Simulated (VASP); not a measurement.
Input of a VASP 6.6.1 run:

File INCAR:

```
PREC = Accurate ; ENCUT = 520
EDIFF = 1E-6 ; ISMEAR = -1
SIGMA = 0.05 ; LREAL = False
LASPH = True ; NELM = 60
ALGO = Normal ; ISIF = 2
LWAVE = False ; LCHARG = True
LELF = True ; LVHAR = True
NBANDS = 15
```

Contents of KPOINTS:

```
regular mesh
0
Gamma
  7 7 7
```

The input POSCAR:

```
BaTe
1.0
    0.0000000000      3.3403886307      3.3403886307
    3.3403886307      0.0000000000      3.3403886307
    3.3403886307      3.3403886307      0.0000000000
Ba Te
1 1
Direct
    0.0000000000      0.0000000000      0.0000000000
    0.5000000000      0.5000000000      0.5000000000
```

Potentials or basis: VASP PAW LDA potentials, release 64 (Ba_sv, Te).

Command:

```sh
$ cat potpaw_LDA.64/Ba_sv/POTCAR potpaw_LDA.64/Te/POTCAR > POTCAR
$ mpirun -np 1 vasp_std > vasp.out
```

**Question.** Predict the band gap on the k mesh.

**Answer.** 1.09 eV, indirect (least direct gap 1.46 eV).

**Question.** What does it give for the pressure?

**Answer.** 4.1 GPa.

Caveat: spin-orbit coupling is left out, which moves the levels of the heavy elements. A k mesh can miss the band edges.
